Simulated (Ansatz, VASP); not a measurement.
## Two plane-wave programs on Si2P3

```
CELL_PARAMETERS angstrom
2.60051 -2.45204 0.30474
2.60051 2.45204 0.30474
-0.71130 0.00000 6.23270
ATOMIC_POSITIONS crystal
Si 0.20503 0.20503 0.79387
Si 0.79497 0.79497 0.20613
P 0.76654 0.76654 0.81545
P 0.23346 0.23346 0.18455
P 0.50000 0.50000 0.50000
```

Change from the starting cell: species swapped into the Mg2C3 type (C2/m, No. 12).

Alike in both runs: functional PBE; k mesh 6 × 6 × 4; occupations gaussian, width 0.1 eV; no spin polarisation.

Ansatz relaxed the structure, and its values are those at the end. VASP's run is a single point on that final structure, the one shown.

|  | VASP | Ansatz |
| --- | --- | --- |
| version | VASP 6.6.1 | Ansatz 0.2.0 |
| potentials or method | VASP PAW PBE potentials, release 64 (Si, P), cutoff 520 eV | scalar-relativistic, plane waves, PAW |
| valence electrons in the cell | 23 | 23 |

VASP gave:

| Property | Result |
| --- | --- |
| gap on the k mesh at the Fermi level (eV) | none |
| pressure (GPa) | -0.2 |
| rms of the force components (eV/Å) | 0.007 |

Question: Estimate Ansatz's values.

Answer: gap on the k mesh at the Fermi level (eV): none; pressure (GPa): 0.0; rms of the force components (eV/Å): 0.005.

A gap of «none» marks a metal or a gap that the smearing closes. The functional is the same, so the differences come from potentials, cutoffs and numerics.
